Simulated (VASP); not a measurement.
# TaN (P-6m2) in VASP: notebook

The runs below take TaN through single point, relaxation of cell and atoms, with LDA.

Program: VASP 6.6.1. These are calculated values, not measurements. Logs are shortened: lines on timing, memory, paths and dates and some standing lists are left out, and cuts for length are marked.

### Step 1. The cell of the first run

The structure is hexagonal, space group P-6m2 (No. 187). Conventional cell: a = 2.902 Å, b = 2.902 Å, c = 2.847 Å, α = 90.00°, β = 90.00°, γ = 120.00°. Ta (site symmetry -6m2) has 6 N at 2.20 Å and 8 Ta at 2.85 to 2.90 Å within 3.0 Å. N (site symmetry -6m2) has 6 Ta at 2.20 Å and 8 N at 2.85 to 2.90 Å within 3.0 Å.

### Step 2. Single point, LDA

INCAR reads:

```
ALGO = Normal
EDIFF = 1E-6
ENCUT = 520
GGA = CA
ISIF = 2
ISMEAR = -1
LASPH = T
LCHARG = F
LREAL = F
LWAVE = F
NBANDS = 15
NELM = 100
PREC = Accurate
SIGMA = 0.15
```

KPOINTS reads:

```
k-points
0
Gamma
  18 18 14
```

POSCAR reads:

```
TaN
1.0
    2.9015302526      0.0000000000      0.0000000000
   -1.4507651263      2.5127989086      0.0000000000
    0.0000000000      0.0000000000      2.8465844771
Ta N
1 1
Direct
    0.3333333333      0.6666666667      0.5000000000
    0.0000000000      0.0000000000      0.0000000000
```

Potentials or basis: VASP PAW LDA potentials, release 64 (Ta_pv, N).

Run with:

```bash
$ cat potpaw_LDA.64/Ta_pv/POTCAR potpaw_LDA.64/N/POTCAR > POTCAR
$ mpirun -np 1 vasp_std > vasp.out
```

OUTCAR:

```text
EDIFF = 1E-6
   ENCUT = 520
   GGA = CA
   ISIF = 2
   ISMEAR = -1
   LASPH = T
   LREAL = F
   NELM = 100
   PREC = Accurate

 ion  position               nearest neighbor table
   1  0.333  0.667  0.500-   2 2.20   2 2.20   2 2.20   2 2.20   2 2.20   2 2.20
   2  0.000  0.000  0.000-   1 2.20   1 2.20   1 2.20   1 2.20   1 2.20   1 2.20

  LATTYP: Found a hexagonal cell.
 ALAT       =     2.9015302526
 C/A-ratio  =     0.9810631733

  Lattice vectors:

 A1 = (   2.9015302526,   0.0000000000,   0.0000000000)
 A2 = (  -1.4507651263,   2.5127989086,   0.0000000000)
 A3 = (   0.0000000000,   0.0000000000,   2.8465844771)

Analysis of symmetry for initial positions (statically):
=====================================================================
 Subroutine PRICEL returns:
 Original cell was already a primitive cell.

 Routine SETGRP: Setting up the symmetry group for a
 hexagonal supercell.

 Subroutine GETGRP returns: Found 12 space group operations
 (whereof 12 operations were pure point group operations)
 out of a pool of 24 trial point group operations.

The static configuration has the point symmetry D_3h.

Analysis of symmetry for dynamics (positions and initial velocities):
=====================================================================
 Subroutine PRICEL returns:
 Original cell was already a primitive cell.

 Routine SETGRP: Setting up the symmetry group for a
 hexagonal supercell.

 Subroutine GETGRP returns: Found 12 space group operations
 (whereof 12 operations were pure point group operations)
 out of a pool of 24 trial point group operations.

The dynamic configuration has the point symmetry D_3h.

 Subroutine INISYM returns: Found 12 space group operations
 (whereof 12 operations are pure point group operations),
 and found     1 'primitive' translations

----------------------------------------------------------------------------------------

                                     Primitive cell

  volume of cell :      20.7543

  direct lattice vectors                    reciprocal lattice vectors
     2.901530253  0.000000000  0.000000000     0.344645726  0.198981303  0.000000000
    -1.450765126  2.512798909  0.000000000     0.000000000  0.397962605  0.000000000
     0.000000000  0.000000000  2.846584477     0.000000000  0.000000000  0.351298199

  length of vectors
     2.901530253  2.901530253  2.846584477     0.397962605  0.397962605  0.351298199

[... 83 lines left out ...]
   NSW    =      0    number of steps for IOM
   IBRION =     -1    ionic relax: 0-MD 1-quasi-New 2-CG
   NFREE  =      0    steps in history (QN), initial steepest desc. (CG)
   ISIF   =      2    stress and relaxation
   ISYM   =      2    0-nonsym 1-usesym 2-fastsym
   POTIM  = 0.5000    time-step for ionic-motion
   TEBEG  =    0.0;   TEEND  =   0.0 temperature during run
   PSTRESS=    0.0 pullay stress
   NELECT =      16.0000    total number of electrons
   NUPDOWN=      -1.0000    fix difference up-down
   EMIN   =  10.00;   EMAX   =-10.00  energy-range for DOS
   EFERMI =   0.00;   METHOD = LEGACY
   ISMEAR =    -1;   SIGMA  =   0.15  broadening in eV -4-tet -1-fermi 0-gaus
   EFERMI_NEDOS =   21; number of points for ismear=-14 and -15
   IALGO  =     38    algorithm
   IMIX   =      4    mixing-type and parameters
     AMIX     =   0.40;   BMIX     =  1.00
     AMIX_MAG =   1.60;   BMIX_MAG =  1.00
  volume/ion in A,a.u.               =      10.38        70.03
  Fermi-wavevector in a.u.,A,eV,Ry     =   1.501108  2.836682 30.658339  2.253324
  Thomas-Fermi vector in A             =   2.612521
   LORBIT       =      0    0 simple, 1 ext, 2 COOP (PROOUT), +10 PAW based schemes
   GGA     = CA    functional components
   LHFCALC =     F    Hartree Fock is set to
   AEXX    =    0.0000 exact exchange contribution
   IVDW    =     0    specifies the selected vdW correction
   LEPSILON=     F    determine dielectric tensor
   LRPA    =     F    only Hartree local field effects (RPA)
 non-spin polarized calculation
  energy-cutoff  :      520.00
  volume of cell :       20.75
 maximum number of plane-waves:       581
 NGX is ok and might be reduce to    24
   NGX = 11   NGY = 11   NGZ = 11

 number of electron      16.0000000 magnetization

 Free energy of the ion-electron system (eV)
  ---------------------------------------------------
  ext. energy  EPLUGINS =         0.00000000
  ---------------------------------------------------
  free energy    TOTEN  =       -24.71909132 eV

  energy without entropy =      -24.70827838  energy(sigma->0) =      -24.71368485

 E-fermi :   8.5584     XC(G=0): -13.7859

 val. band max:        8.5322391775   @ k =   0.0556   0.0000   0.4286
 cond. band min:       8.6031798807   @ k =   0.0000   0.0000   0.3571
 fundamental gap:      0.0709407032
 Fermi energy:         8.5583638210

 k-point     1 :       0.0000    0.0000    0.0000
  band No.  band energies     occupation
      1     -26.0069      2.00000
      2     -25.7199      2.00000
      3     -25.7199      2.00000
      4      -9.3088      2.00000
      5       3.8013      2.00000
      6       3.8013      2.00000
      7       4.1393      2.00000
      8       5.6012      2.00000
      9      11.1681      0.00000
     10      12.2753      0.00000
     11      12.2753      0.00000
     12      12.6695      0.00000
     13      12.6695      0.00000
     14      21.0427      0.00000
[... 401 lines left out ...]
      2     -26.0736      2.00000
      3     -25.8367      2.00000
      4      -6.7951      2.00000
      5       0.2701      2.00000
      6       3.2092      2.00000
      7       4.1735      2.00000
      8       6.1593      2.00000
      9      10.8755      0.00000
     10      11.7405      0.00000
     11      13.3414      0.00000
     12      14.8107      0.00000
     13      17.6124      0.00000
     14      20.9736      0.00000
     15      21.2698      0.00000

 [... further k-points ...]
[... 5 lines left out ...]
  --------------------------------------------------------------------------------------
  -------------------------------------------------------------------------------------
  Total        0.5159517      0.5159517      0.5436094      0.0000000     -0.0000000      0.0000000
  in kB       39.8300353     39.8300353     41.9651335      0.0000000     -0.0000000      0.0000000
  external PRESSURE =      40.5417347 kB  Pullay stress =       0.0000000 kB

 VOLUME and BASIS-vectors are now :
 -----------------------------------------------------------------------------
  energy-cutoff  :      520.00
  volume of cell :       20.75
      direct lattice vectors                 reciprocal lattice vectors
     2.901530253  0.000000000  0.000000000     0.344645726  0.198981303  0.000000000
    -1.450765126  2.512798909  0.000000000     0.000000000  0.397962605  0.000000000
     0.000000000  0.000000000  2.846584477     0.000000000  0.000000000  0.351298199

 POSITION                                       TOTAL-FORCE (eV/Angst)
 -----------------------------------------------------------------------------------
     -0.00000      1.67520      1.42329        -0.000000      0.000000      0.000000
      0.00000      0.00000      0.00000         0.000000      0.000000      0.000000
 -----------------------------------------------------------------------------------
    total drift:                                0.000000     -0.000000     -0.000000

  FREE ENERGIE OF THE ION-ELECTRON SYSTEM (eV)
  ---------------------------------------------------
  free  energy   TOTEN  =       -24.7190913168 eV

  energy  without entropy=      -24.7082783807  energy(sigma->0) =      -24.71368485
```

OSZICAR:

```text
N       E                     dE             d eps       ncg     rms          rms(c)
DAV:   1     0.891775984057E+02    0.89178E+02   -0.87774E+03  8880   0.113E+03
DAV:   2    -0.245980648999E+02   -0.11378E+03   -0.10733E+03 10777   0.302E+02
DAV:   3    -0.272420074675E+02   -0.26439E+01   -0.26328E+01 10693   0.423E+01
DAV:   4    -0.272511822741E+02   -0.91748E-02   -0.91712E-02 11141   0.278E+00
DAV:   5    -0.272512320450E+02   -0.49771E-04   -0.49764E-04 10553   0.191E-01    0.253E+01
DAV:   6    -0.248506342238E+02    0.24006E+01   -0.42993E+00 10442   0.234E+01    0.108E+01
DAV:   7    -0.247586605361E+02    0.91974E-01   -0.47800E-01  9349   0.536E+00    0.731E+00
DAV:   8    -0.247244167814E+02    0.34244E-01   -0.12463E-01 10315   0.302E+00    0.134E+00
DAV:   9    -0.247192845945E+02    0.51322E-02   -0.10672E-02  9580   0.836E-01    0.176E-01
DAV:  10    -0.247191535042E+02    0.13109E-03   -0.60393E-04 10448   0.292E-01    0.125E-01
DAV:  11    -0.247190906319E+02    0.62872E-04   -0.95854E-05  9643   0.905E-02    0.122E-02
DAV:  12    -0.247190913168E+02   -0.68485E-06   -0.66160E-06  9643   0.215E-02
   1 F= -.24719091E+02 E0= -.24713685E+02  d E =-.108129E-01
```

Wall time 28 s (1 thread of Intel Xeon 6975P-C (Granite Rapids), shared host); peak memory 0.2 GiB.

Results:

```yaml
Free_energy: -24.7191 eV
Pressure: 4.1 GPa
Band_gap_on_the_k_mesh: zero (bands 8 and 9 overlap by 0.38 eV)
```

Levels at points of the mesh, in eV from the Fermi level:
```csv
k point,band 4,band 5,band 6,band 7,band 8,band 9,band 10,band 11,band 12,band 13
"(0.00, 0.00, 0.00)",-17.87,-4.76,-4.76,-4.42,-2.96,2.61,3.72,3.72,4.11,4.11
"(0.50, 0.00, 0.00)",-15.37,-8.49,-5.42,-3.68,-3.24,3.06,4.21,5.36,5.51,7.89
"(0.00, 0.00, 0.50)",-14.92,-9.58,-3.91,-3.91,-0.17,-0.17,2.51,3.34,3.34,8.59
"(0.50, 0.00, 0.50)",-15.80,-7.55,-6.32,-5.94,-0.24,4.42,5.58,6.36,7.36,10.68
```

Caveat: the cell stands under pressure; spin-orbit coupling is left out, which moves the levels of the heavy elements.

### Step 3. Relaxation of cell and atoms, LDA, target pressure 2 GPa, at which the enthalpy is minimised

This run uses another cell than the first one, of 10.43 Å³/atom.

INCAR reads:

```
SYSTEM = TaN
PREC     = Accurate       ! precision mode
ENCUT    = 600            ! plane-wave cutoff, eV
EDIFF    = 1E-6           ! SCF threshold, eV
ISMEAR   = -1             ! smearing method
SIGMA    = 0.15           ! smearing width, eV
LREAL    = .FALSE.        ! projectors in reciprocal space
LASPH    = .TRUE.         ! aspherical terms in the spheres
NELM     = 80             ! most SCF steps
ALGO     = Normal         ! electronic algorithm
ISIF     = 3              ! what is computed and relaxed
LWAVE    = .FALSE.        ! write WAVECAR
LCHARG   = .FALSE.        ! write CHGCAR
GGA      = CA             ! functional
IBRION   = 2              ! ionic algorithm
NSW      = 80             ! ionic steps
EDIFFG   = -0.001         ! ionic threshold
PSTRESS  = 20.0
```

KPOINTS reads:

```
regular mesh
0
G
  18 18 14
  0 0 0
```

POSCAR reads:

```
TaN
1.0
    2.9068983749      0.0000000000      0.0000000000
   -1.4534491874      2.5174478389      0.0000000000
    0.0000000000      0.0000000000      2.8508655660
Ta N
1 1
Direct
    0.3333333333      0.6666666667      0.5000000000
    0.0000000000      0.0000000000      0.0000000000
```

Potentials or basis: VASP PAW LDA potentials, release 64 (Ta_pv, N).

Run with:

```bash
$ cat potpaw_LDA.64/Ta_pv/POTCAR potpaw_LDA.64/N/POTCAR > POTCAR
$ mpirun -np 1 vasp_std > vasp.out
```

It took 80 s on 1 thread of Intel Xeon 6975P-C (Granite Rapids), shared host; peak memory 0.22 GiB.

Results (log left out):

* Free energy: -24.7218 eV
* Relaxed volume: 10.43 Å³/atom
* Relaxed cell: a = 2.906 Å, b = 2.906 Å, c = 2.851 Å, α = 90.00°, β = 90.00°, γ = 120.00°
* Space group after relaxing (to 0.1 Å): P-6m2 (No. 187)
* Energy change on relaxing (the run minimises the enthalpy): +0.0 meV/atom
* Ionic steps: 14
* Pressure after relaxing: 2.0 GPa
* Band gap on the k mesh: zero (bands 8 and 9 overlap by 0.38 eV)

Final structure:
```yaml
crystal:
  lattice:
    - [2.90648, 0.00000, 0.00000]
    - [-1.45324, 2.51708, 0.00000]
    - [0.00000, 0.00000, 2.85139]
  atoms:
    - { symbol: Ta, position: [0.33333, 0.66667, 0.50000] }
    - { symbol: N, position: [0.00000, 0.00000, 0.00000] }
```

Levels at points of the mesh, in eV from the Fermi level:
| k point | band 4 | band 5 | band 6 | band 7 | band 8 | band 9 | band 10 | band 11 | band 12 |
| --- | --- | --- | --- | --- | --- | --- | --- | --- | --- |
| (0.00, 0.00, 0.00) | -17.83 | -4.73 | -4.73 | -4.39 | -2.95 | 2.57 | 3.69 | 3.69 | 4.08 |
| (0.50, 0.00, 0.00) | -15.35 | -8.46 | -5.39 | -3.65 | -3.23 | 3.04 | 4.18 | 5.34 | 5.47 |
| (0.00, 0.00, 0.50) | -14.91 | -9.54 | -3.89 | -3.89 | -0.17 | -0.17 | 2.50 | 3.33 | 3.33 |
| (0.50, 0.00, 0.50) | -15.77 | -7.52 | -6.29 | -5.91 | -0.25 | 4.39 | 5.54 | 6.31 | 7.31 |

Caveat: the cell is relaxed towards a set pressure, so the run minimises the enthalpy, not the energy; spin-orbit coupling is left out, which moves the levels of the heavy elements.

### Step 4. Single point, LDA

This run uses another cell than the first one, of 9.56 Å³/atom.

INCAR reads:

```
SYSTEM = TaN
PREC = Accurate
ENCUT = 520
EDIFF = 1E-6
ISMEAR = -1
SIGMA = 0.15
LREAL = .FALSE.
LASPH = .TRUE.
NELM = 60
ALGO = Normal
ISIF = 2
LWAVE = .FALSE.
LCHARG = .FALSE.
GGA = CA
NBANDS = 15
```

KPOINTS reads:

```
Automatic mesh
0
G
  18 18 14
  0 0 0
```

POSCAR reads:

```
TaN
1.0
    2.8178033803      0.0000000000      0.0000000000
   -1.4089016902      2.4402893102      0.0000000000
    0.0000000000      0.0000000000      2.7799399001
Ta N
1 1
Direct
    0.3333333333      0.6666666667      0.5000000000
    0.0000000000      0.0000000000      0.0000000000
```

Run with:

```bash
$ cat potpaw_LDA.64/Ta_pv/POTCAR potpaw_LDA.64/N/POTCAR > POTCAR
$ mpirun -np 1 vasp_std > vasp.out
```

It took 23 s on 1 thread of Intel Xeon 6975P-C (Granite Rapids), shared host; peak memory 0.2 GiB.

The run converged. Its results:

```
Free energy            : -24.4915 eV
Pressure               : 42.9 GPa
Band gap on the k mesh : zero (bands 8 and 9 overlap by 0.39 eV)
```

Stress tensor (GPa, compression positive):
```
42.76  0.00  0.00
 0.00 42.76  0.00
 0.00  0.00 43.08
```

Levels at points of the mesh, in eV from the Fermi level:
| k point | band 5 | band 6 | band 7 | band 8 | band 9 | band 10 | band 11 | band 12 |
| --- | --- | --- | --- | --- | --- | --- | --- | --- |
| (0.00, 0.00, 0.00) | -5.13 | -5.13 | -4.89 | -3.10 | 3.26 | 4.05 | 4.05 | 4.57 |
| (0.50, 0.00, 0.00) | -8.97 | -5.94 | -4.09 | -3.38 | 3.34 | 4.76 | 5.79 | 6.17 |
| (0.00, 0.00, 0.50) | -10.12 | -4.21 | -4.21 | -0.25 | -0.25 | 2.64 | 3.59 | 3.59 |
| (0.50, 0.00, 0.50) | -8.08 | -6.65 | -6.44 | -0.08 | 5.02 | 6.28 | 7.07 | 8.16 |

Caveat: the cell stands under pressure; spin-orbit coupling is left out, which moves the levels of the heavy elements.

(Part 1 of 2 ends here.)
